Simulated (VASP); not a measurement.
# Ti (P6_3/mmc) in VASP: notebook

The runs below take Ti through relaxation of cell and atoms, with PBE.

Program: VASP 6.6.1. These are calculated values, not measurements. Logs are shortened: lines on timing, memory, paths and dates and some standing lists are left out, and cuts for length are marked.

### Step 1. The cell of the first run

The structure is hexagonal, space group P6_3/mmc (No. 194). The conventional cell has a = 2.950 Å, b = 2.950 Å, c = 4.680 Å, α = 90.00°, β = 90.00°, γ = 120.00°. Within 3.8 Å of Ti (site symmetry -6m2) lie 12 Ti at 2.89 to 2.95 Å.

### Step 2. Relaxation of cell and atoms, PBE

File INCAR:

```
SYSTEM = Ti
PREC = Accurate
ENCUT = 350
EDIFF = 1E-7
ISMEAR = 0
SIGMA = 0.1
LREAL = .False.
LASPH = .True.
NELM = 100
ALGO = Fast
ISIF = 3
LWAVE = .False.
LCHARG = .False.
GGA = PE
IBRION = 2
NSW = 80
EDIFFG = -0.002
```

File KPOINTS:

```
regular mesh
0
Gamma
  18 18 10
  0 0 0
```

File POSCAR:

```
Ti
1.0
    2.9500000000      0.0000000000      0.0000000000
   -1.4750000000      2.5547749400      0.0000000000
    0.0000000000      0.0000000000      4.6800000000
Ti
2
Direct
    0.3333333300      0.6666666700      0.2500000000
    0.6666666700      0.3333333300      0.7500000000
```

Potentials or basis: VASP PAW PBE potentials, release 64 (Ti_sv).

Launch:

```console
$ cat potpaw_PBE.64/Ti_sv/POTCAR > POTCAR
$ mpirun -np 1 vasp_std > vasp.out
```

OUTCAR:

```text
SYSTEM = Ti
   PREC = Accurate
   ENCUT = 350
   EDIFF = 1E-7
   ISMEAR = 0
   LREAL = .False.
   LASPH = .True.
   NELM = 100
   ISIF = 3
   GGA = PE
   IBRION = 2
   NSW = 80
   EDIFFG = -0.002

 ion  position               nearest neighbor table
   1  0.333  0.667  0.250-   2 2.89   2 2.89   2 2.89   2 2.89   2 2.89   2 2.89
   2  0.667  0.333  0.750-   1 2.89   1 2.89   1 2.89   1 2.89   1 2.89   1 2.89

  LATTYP: Found a hexagonal cell.
 ALAT       =     2.9500000000
 C/A-ratio  =     1.5864406780

  Lattice vectors:

 A1 = (   2.9500000000,   0.0000000000,   0.0000000000)
 A2 = (  -1.4750000000,   2.5547749400,   0.0000000000)
 A3 = (   0.0000000000,   0.0000000000,   4.6800000000)

Analysis of symmetry for initial positions (statically):
=====================================================================
 Subroutine PRICEL returns:
 Original cell was already a primitive cell.

 Routine SETGRP: Setting up the symmetry group for a
 hexagonal supercell.

 Subroutine GETGRP returns: Found 24 space group operations
 (whereof 12 operations were pure point group operations)
 out of a pool of 24 trial point group operations.

The static configuration has the point symmetry D_3d.
 The point group associated with its full space group is D_6h.

Analysis of symmetry for dynamics (positions and initial velocities):
=====================================================================
 Subroutine PRICEL returns:
 Original cell was already a primitive cell.

 Routine SETGRP: Setting up the symmetry group for a
 hexagonal supercell.

 Subroutine GETGRP returns: Found 24 space group operations
 (whereof 12 operations were pure point group operations)
 out of a pool of 24 trial point group operations.

The dynamic configuration has the point symmetry D_3d.
 The point group associated with its full space group is D_6h.

 Subroutine INISYM returns: Found 24 space group operations
 (whereof 12 operations are pure point group operations),
 and found     1 'primitive' translations

----------------------------------------------------------------------------------------

                                     Primitive cell

  volume of cell :      35.2712

  direct lattice vectors                    reciprocal lattice vectors
     2.950000000  0.000000000  0.000000000     0.338983051  0.195711956  0.000000000
    -1.475000000  2.554774940  0.000000000     0.000000000  0.391423911  0.000000000
     0.000000000  0.000000000  4.680000000     0.000000000  0.000000000  0.213675214

  length of vectors
     2.950000000  2.949999999  4.680000000     0.391423911  0.391423911  0.213675214

  position of ions in fractional coordinates (direct lattice)
     0.333333330  0.666666670  0.250000000
     0.666666670  0.333333330  0.750000000

  ion indices of the primitive-cell ions
   primitive index   ion index
                 1           1
                 2           2

----------------------------------------------------------------------------------------

 KPOINTS: regular mesh

Automatic generation of k-mesh.
 Grid dimensions read from file:
 generate k-points for:   18   18   10

 Generating k-lattice:

  Cartesian coordinates                     Fractional coordinates (reciprocal lattice)
     0.018832392  0.010872886  0.000000000     0.055555556  0.000000000  0.000000000
     0.000000000  0.021745773  0.000000000     0.000000000  0.055555556  0.000000000
     0.000000000  0.000000000  0.021367521     0.000000000  0.000000000  0.100000000

  Length of vectors
     0.021745773  0.021745773  0.021367521

  Shift w.r.t. Gamma in fractional coordinates (k-lattice)
     0.000000000  0.000000000  0.000000000

 Subroutine IBZKPT returns following result:
 ===========================================

 Found    222 irreducible k-points:

 Following reciprocal coordinates:
            Coordinates               Weight
  0.000000  0.000000  0.000000      1.000000
  0.055556 -0.000000  0.000000      6.000000
  0.111111 -0.000000  0.000000      6.000000
  0.166667  0.000000  0.000000      6.000000
  0.222222 -0.000000  0.000000      6.000000
  0.277778  0.000000  0.000000      6.000000
[... 16 lines left out ...]
  0.333333  0.111111  0.000000     12.000000
  0.388889  0.111111  0.000000     12.000000
 [... further k-points ...]
   k-points           NKPTS =    222   k-points in BZ     NKDIM =    222   number of bands    NBANDS=     16
   number of dos      NEDOS =    301   number of ions     NIONS =      2
   total plane-waves  NPLWV =   9720
   dimension x,y,z NGX =    18 NGY =   18 NGZ =   30
   dimension x,y,z NGXF=    36 NGYF=   36 NGZF=   60
   ions per type =               2
   NGX,Y,Z   is equivalent  to a cutoff of  10.14, 10.14, 10.66 a.u.
   NGXF,Y,Z  is equivalent  to a cutoff of  20.29, 20.29, 21.31 a.u.
 SYSTEM =  Ti
   PREC   = accura    normal or accurate (medium, high low for compatibility)
   ISTART =      0    job   : 0-new  1-cont  2-samecut
   ICHARG =      2    charge: 1-file 2-atom 10-const
   ISPIN  =      1    spin polarized calculation?
   LNONCOLLINEAR =      F non collinear calculations
   LSORBIT =      F    spin-orbit coupling
   LASPH  =      T    aspherical Exc in radial PAW
   ENCUT  =  350.0 eV  25.72 Ry    5.07 a.u.   4.50  4.50  7.14*2*pi/ulx,y,z
   NELM   =    100;   NELMIN=  2; NELMDL= -5     # of ELM steps
   EDIFF  = 0.1E-06   stopping-criterion for ELM
   LREAL  =      F    real-space projection
   EDIFFG = -.2E-02   stopping-criterion for IOM
   NSW    =     80    number of steps for IOM
   IBRION =      2    ionic relax: 0-MD 1-quasi-New 2-CG
   NFREE  =      1    steps in history (QN), initial steepest desc. (CG)
   ISIF   =      3    stress and relaxation
   ISYM   =      2    0-nonsym 1-usesym 2-fastsym
   POTIM  = 0.5000    time-step for ionic-motion
   TEBEG  =    0.0;   TEEND  =   0.0 temperature during run
   PSTRESS=    0.0 pullay stress
   NELECT =      24.0000    total number of electrons
   NUPDOWN=      -1.0000    fix difference up-down
   EMIN   =  10.00;   EMAX   =-10.00  energy-range for DOS
   EFERMI =   0.00;   METHOD = LEGACY
   ISMEAR =     0;   SIGMA  =   0.10  broadening in eV -4-tet -1-fermi 0-gaus
   EFERMI_NEDOS =   21; number of points for ismear=-14 and -15
   IALGO  =     68    algorithm
   IMIX   =      4    mixing-type and parameters
     AMIX     =   0.40;   BMIX     =  1.00
     AMIX_MAG =   1.60;   BMIX_MAG =  1.00
  volume/ion in A,a.u.               =      17.64       119.01
  Fermi-wavevector in a.u.,A,eV,Ry     =   1.439920  2.721055 28.209912  2.073370
  Thomas-Fermi vector in A             =   2.558722
   LORBIT       =      0    0 simple, 1 ext, 2 COOP (PROOUT), +10 PAW based schemes
   GGA     = PE    functional components
   LHFCALC =     F    Hartree Fock is set to
   AEXX    =    0.0000 exact exchange contribution
   IVDW    =     0    specifies the selected vdW correction
   LEPSILON=     F    determine dielectric tensor
   LRPA    =     F    only Hartree local field effects (RPA)
 conjugate gradient relaxation of ions
 non-spin polarized calculation
 RMM-DIIS sequential band-by-band and
 Gauss-broadening in eV      SIGMA  =   0.10
  energy-cutoff  :      350.00
  volume of cell :       35.27
 maximum number of plane-waves:       542
 NGX is ok and might be reduce to    18
   NGX =  9   NGY =  9   NGZ = 15

--------------------------------------- Ionic step        1  -------------------------------------------

 number of electron      23.9999982 magnetization

 Free energy of the ion-electron system (eV)
  ---------------------------------------------------
  ext. energy  EPLUGINS =         0.00000000
  ---------------------------------------------------
  free energy    TOTEN  =       -15.64280349 eV

  energy without entropy =      -15.63316945  energy(sigma->0) =      -15.63798647

------------------------ aborting loop because EDIFF is reached ----------------------------------------

  FORCE on cell =-STRESS in cart. coord.  units (eV):
  Direction    XX          YY          ZZ          XY          YZ          ZX
  --------------------------------------------------------------------------------------
  -------------------------------------------------------------------------------------
  Total       -0.5353466     -0.5353466     -0.6050214      0.0000000      0.0000000      0.0000000
  in kB      -24.3178467    -24.3178467    -27.4827892      0.0000000      0.0000000      0.0000000
  external PRESSURE =     -25.3728275 kB  Pullay stress =       0.0000000 kB
[... 89 lines left out ...]
  FREE ENERGIE OF THE ION-ELECTRON SYSTEM (eV)
  ---------------------------------------------------
  free  energy   TOTEN  =       -15.6494303300 eV

  energy  without entropy=      -15.6401205326  energy(sigma->0) =      -15.64477543

[... ionic steps 4 to 12 ...]

--------------------------------------- Ionic step       13  -------------------------------------------

 number of electron      23.9999974 magnetization

------------------------ aborting loop because EDIFF is reached ----------------------------------------

  FORCE on cell =-STRESS in cart. coord.  units (eV):
  Direction    XX          YY          ZZ          XY          YZ          ZX
  --------------------------------------------------------------------------------------
  -------------------------------------------------------------------------------------
  Total       -0.0041176     -0.0041176     -0.0018161      0.0000000      0.0000000      0.0000000
  in kB       -0.1914692     -0.1914692     -0.0844504      0.0000000      0.0000000      0.0000000
  external PRESSURE =      -0.1557963 kB  Pullay stress =       0.0000000 kB
[... 57 lines left out ...]
  energy  without entropy=      -15.6401326548  energy(sigma->0) =      -15.64478730

--------------------------------------- Ionic step       15  -------------------------------------------

 number of electron      23.9999975 magnetization

 Free energy of the ion-electron system (eV)
  ---------------------------------------------------
  ext. energy  EPLUGINS =         0.00000000
  ---------------------------------------------------
  free energy    TOTEN  =       -15.64944198 eV

  energy without entropy =      -15.64013415  energy(sigma->0) =      -15.64478807

 E-fermi :   8.4468     XC(G=0): -11.5379

 val. band max:        8.4361254386   @ k =   0.3333   0.1667   0.4000
 cond. band min:       8.4602042619   @ k =   0.0556  -0.0000   0.5000
 fundamental gap:      0.0240788233
 Fermi energy:         8.4468386678

 k-point     1 :       0.0000    0.0000    0.0000
  band No.  band energies     occupation
      1     -48.3887      2.00000
      2     -48.2458      2.00000
      3     -25.0088      2.00000
      4     -24.3474      2.00000
      5     -24.3474      2.00000
      6     -24.2801      2.00000
[... 8 lines left out ...]
     15       9.7207      0.00000
     16       9.7207      0.00000
[... 420 lines left out ...]
  band No.  band energies     occupation
      1     -48.2653      2.00000
      2     -48.2186      2.00000
      3     -24.8017      2.00000
      4     -24.6950      2.00000
      5     -24.6807      2.00000
      6     -24.5174      2.00000
[... 8 lines left out ...]
     15       9.6167      0.00000
     16      11.5769      0.00000

 [... further k-points ...]
[... 5 lines left out ...]
  --------------------------------------------------------------------------------------
  -------------------------------------------------------------------------------------
  Total       -0.0033250     -0.0033250     -0.0024412      0.0000000     -0.0000000     -0.0000000
  in kB       -0.1546350     -0.1546350     -0.1135322      0.0000000     -0.0000000     -0.0000000
  external PRESSURE =      -0.1409341 kB  Pullay stress =       0.0000000 kB
[... 17 lines left out ...]
  FREE ENERGIE OF THE ION-ELECTRON SYSTEM (eV)
  ---------------------------------------------------
  free  energy   TOTEN  =       -15.6494419847 eV

  energy  without entropy=      -15.6401341524  energy(sigma->0) =      -15.64478807

 reached required accuracy - stopping structural energy minimisation
```

Run time: 15 min. Hardware: 1 thread of Intel Xeon Platinum 8259CL at 2.50GHz (Skylake/Cascade Lake), shared host; peak memory 0.2 GiB.

What came out:

- Free energy: -15.6494 eV
- Relaxed volume: 17.23 Å³/atom
- Relaxed cell: a = 2.929 Å, b = 2.929 Å, c = 4.637 Å, α = 90.00°, β = 90.00°, γ = 120.00°
- Space group after relaxing (to 0.1 Å): P6_3/mmc (No. 194)
- Energy gained by relaxing: 3.3 meV/atom
- Ionic steps: 15
- Pressure after relaxing: 0.0 GPa
- Band gap on the k mesh: zero (bands 12 and 13 overlap by 1.10 eV)

The path:
```
step  energy change (eV)  largest force (eV/Å)  pressure (GPa)  volume (Å³)
   1              0.0000                0.0000           -2.54        35.27
   2             -0.0031                0.0000            1.91        33.86
   3             -0.0066                0.0000            0.06        34.45
   4             -0.0066                0.0000           -0.04        34.47
   5             -0.0066                0.0000           -0.07        34.47
   6             -0.0066                0.0000           -0.07        34.47
   7             -0.0066                0.0000            0.01        34.44
   8             -0.0066                0.0000            0.01        34.45
   9             -0.0066                0.0000            0.02        34.45
  10             -0.0066                0.0000           -0.02        34.46
  11             -0.0066                0.0000           -0.03        34.46
  12             -0.0066                0.0000           -0.02        34.46
  13             -0.0066                0.0000           -0.02        34.46
  14             -0.0066                0.0000           -0.03        34.46
  15             -0.0066                0.0000           -0.01        34.45
```

Final structure:
```xyz
2
Lattice="2.9290 0.0000 0.0000 -1.4645 2.5366 0.0000 0.0000 0.0000 4.6368" Properties=species:S:1:pos:R:3 pbc="T T T"
Ti    0.0000    1.6911    1.1592
Ti    1.4645    0.8455    3.4776
```

### Step 3. Relaxation of cell and atoms, PBE

This run uses another cell than the first one, of 17.23 Å³/atom.

INCAR is that of step 2.

KPOINTS is that of step 2.

File POSCAR:

```
Ti                                      
1.0
    2.9290026188     -0.0000000000      0.0000000000
   -1.4645013094      2.5365906745     -0.0000000000
    0.0000000000     -0.0000000000      4.6368188923
  Ti            
     2
Direct
     0.3333333300000021    0.6666666699999979    0.2500000000000000
     0.6666666699999979    0.3333333300000021    0.7500000000000000
```

Potentials or basis: VASP PAW PBE potentials, release 64 (Ti_sv).

Launch:

```console
$ cat potpaw_PBE.64/Ti_sv/POTCAR > POTCAR
$ mpirun -np 1 vasp_std > vasp.out
```

Wall time 2.8 min (1 thread of Intel Xeon Platinum 8259CL at 2.50GHz (Skylake/Cascade Lake), shared host); peak memory 0.17 GiB.

The run converged. Its results:

```yaml
Free_energy: -15.6431 eV
Pressure_after_relaxing: 0.0 GPa
Band_gap_on_the_k_mesh: zero (bands 12 and 13 overlap by 1.10 eV)
```

Final structure:
```xyz
2
Lattice="2.9290 0.0000 0.0000 -1.4645 2.5366 0.0000 0.0000 0.0000 4.6368" Properties=species:S:1:pos:R:3 pbc="T T T"
Ti    0.0000    1.6911    1.1592
Ti    1.4645    0.8455    3.4776
```

Levels at points of the mesh, in eV from the Fermi level:
```
           k point  band 10  band 11  band 12  band 13  band 14  band 15
(0.00, 0.00, 0.00)    -2.70     0.77     0.77     0.78     0.88     1.27
(0.50, 0.00, 0.00)    -2.19    -1.88    -0.63     0.47     0.63     1.18
(0.00, 0.00, 0.50)    -4.32     0.08     0.08     0.67     0.67     0.67
(0.50, 0.00, 0.50)    -2.56    -0.83    -0.83     1.34     1.34     1.73
```

Caveat: the relaxation stopped at its first step, so nothing moved.
